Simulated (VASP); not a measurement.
Set up this calculation in VASP 6.6.1, as the native input.

| Item | Value |
| --- | --- |
| Task | single point |
| Functional | r2SCAN |
| Potentials or basis | VASP PAW PBE potentials, release 64 (Sb, Ni) |
| Cutoff | 520 eV |
| k mesh | 8 × 8 × 5 |
| Occupations | fermi-dirac, width 0.05 eV |
| Spin | collinear spin, ferromagnetic start |
| Starting moments | [0.0, 0.0, 1.0, 1.0] μB |
| Hubbard terms | Ni d U = 6.0 eV |
| Dipole correction | no |
| Further INCAR settings | ALGO = Normal; EDIFF = 1e-06; NBANDS = 27 |

Crystal: NiSb.

```
CELL_PARAMETERS angstrom
3.92800 0.00000 0.00000
-1.96400 3.40175 0.00000
0.00000 0.00000 5.12000
ATOMIC_POSITIONS crystal
Sb 0.66667 0.33333 0.75000
Sb 0.33333 0.66667 0.25000
Ni 0.00000 0.00000 0.50000
Ni 0.00000 0.00000 0.00000
```

One way to write it, as run:

POSCAR

```
NiSb
1.0
    3.9280000000      0.0000000000      0.0000000000
   -1.9640000000      3.4017477861      0.0000000000
    0.0000000000      0.0000000000      5.1200000000
Sb Ni
2 2
Direct
    0.6666666667      0.3333333333      0.7500000000
    0.3333333333      0.6666666667      0.2500000000
    0.0000000000      0.0000000000      0.5000000000
    0.0000000000      0.0000000000      0.0000000000
```

INCAR.step1

```
  PREC = Accurate
  ENCUT = 520
  ISMEAR = -1
  SIGMA = 0.05
  LREAL = False
  LASPH = True
  NELM = 150
  ISPIN = 2
  MAGMOM = 0 0 1 1
  LMAXMIX = 4
  LDAU = True
  LDAUTYPE = 2
  LDAUL = -1 2
  LDAUU = 0 6
  LDAUJ = 0 0
  NBANDS = 27
  GGA = PE
  ALGO = Normal
  EDIFF = 1E-4
  LWAVE = True
  LCHARG = False
```

INCAR.step2

```
  PREC = Accurate
  ENCUT = 520
  EDIFF = 1E-6
  ISMEAR = -1
  SIGMA = 0.05
  LREAL = False
  LASPH = True
  NELM = 150
  ALGO = Normal
  ISIF = 2
  LWAVE = False
  LCHARG = True
  ISPIN = 2
  MAGMOM = 0 0 1 1
  LORBIT = 11
  LMAXMIX = 4
  LDAU = True
  LDAUTYPE = 2
  LDAUL = -1 2
  LDAUU = 0 6
  LDAUJ = 0 0
  LDAUPRINT = 1
  METAGGA = R2SCAN
  LMIXTAU = True
  LELF = True
  LVHAR = True
  NBANDS = 27
  ISTART = 1
```

KPOINTS

```
Automatic mesh
0
Gamma
  8 8 5
```

Potentials or basis: VASP PAW PBE potentials, release 64 (Sb, Ni).

Command:

```console
$ cat potpaw_PBE.64/Sb/POTCAR potpaw_PBE.64/Ni/POTCAR > POTCAR
$ cp INCAR.step1 INCAR
$ mpirun -np 1 vasp_std > vasp.out
$ cp INCAR.step2 INCAR
$ mpirun -np 1 vasp_std > vasp.out
```

It gave:

```yaml
Pressure: -5.0 GPa
Band_gap_on_the_k_mesh: zero (filled and empty bands overlap)
Net_moment: 0.00 μB per cell
Valence_electrons_inside_the_program's_atomic_spheres: Sb 2.40; Ni 9.67
```

Caveat: the cell stands under tension; the moments typed at the start vanished in this run; the PAW data sets were made with another functional, which shifts forces and pressure a little; spin-orbit coupling is left out, which moves the levels of the heavy elements; the U is typed as a test and isn't derived for this compound.

Wall time 6 min on 1 thread of Intel(R) Xeon(R) Platinum 8488C (Sapphire Rapids), with other jobs on the host, peak memory 0.27 GiB.
